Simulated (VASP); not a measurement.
Crystal: C.

```xyz
4
Lattice="1.2332 0.7120 8.2826 -1.2332 0.7120 8.2826 0.0000 -1.4240 8.2826" Properties=species:S:1:pos:R:3 pbc="T T T"
C     0.0000    0.0000   22.6818
C     0.0000    0.0000    6.1163
C     0.0000    0.0000   18.7315
C     0.0000    0.0000    2.1661
```

Base run:

```yaml
Program: VASP 6.6.1
Functional: r2SCAN
Potentials_or_basis: VASP PAW PBE potentials, release 64 (C)
Cutoff: 520 eV
k_mesh: 10 × 10 × 10
Occupations: fermi-dirac, width 0.1 eV
Spin: no spin polarisation
```

Its results: band gap on the k mesh 1.83 eV, indirect (least direct gap 1.89 eV); pressure -2.6 GPa; largest force 0.009 eV/Å.

The run is repeated on the same cell with these changes: k mesh from 10 × 10 × 10 to 6 × 6 × 6. What comes out?

Band gap on the k mesh 0.20 eV, direct; pressure -2.3 GPa; largest force 0.012 eV/Å.

Caveats: some runs use coarse meshes; the PAW data sets were made with another functional, which shifts forces and pressure a little.

A k mesh can miss the band edges.
